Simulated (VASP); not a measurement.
Write the native input for VASP 6.6.1 that does the following.

```
Task                   : single point
Functional             : PBE
Potentials or basis    : VASP PAW PBE potentials, release 64 (Hf_pv, N)
Cutoff                 : 520 eV
k mesh                 : 16 × 16 × 16
Occupations            : gaussian, width 0.1 eV
Spin                   : no spin polarisation
Dipole correction      : no
Further INCAR settings : ALGO = Normal; EDIFF = 1e-06; NBANDS = 14
```

The structure of HfN lies in POSCAR:

```
HfN
1.0
    0.0000000000      2.2827802794      2.2827802794
    2.2827802794      0.0000000000      2.2827802794
    2.2827802794      2.2827802794      0.0000000000
Hf N
1 1
Direct
    0.0000000000      0.0000000000      0.0000000000
    0.5000000000      0.5000000000      0.5000000000
```

One way to write it, as run:

INCAR

```
SYSTEM = HfN
PREC = Accurate ; ENCUT = 520
EDIFF = 1E-6 ; ISMEAR = 0
SIGMA = 0.1 ; LREAL = .FALSE.
LASPH = .TRUE. ; NELM = 100
ALGO = Normal ; ISIF = 2
LWAVE = .FALSE. ; LCHARG = .FALSE.
GGA = PE ; NBANDS = 14
```

KPOINTS

```
regular mesh
0
G
  16 16 16
  0 0 0
```

Potentials or basis: VASP PAW PBE potentials, release 64 (Hf_pv, N).

Run with:

```bash
$ cat potpaw_PBE.64/Hf_pv/POTCAR potpaw_PBE.64/N/POTCAR > POTCAR
$ mpirun -np 1 vasp_std > vasp.out
```

Results of the run:

- Pressure: -5.3 GPa
- Band gap on the k mesh: zero (an odd number of electrons rules out a gap without spin polarisation)

Caveat: the cell stands under tension; spin-orbit coupling is left out, which moves the levels of the heavy elements.

It took 54 s on 1 thread of Intel Xeon 8259CL, on a shared host, peak memory 0.18 GiB.
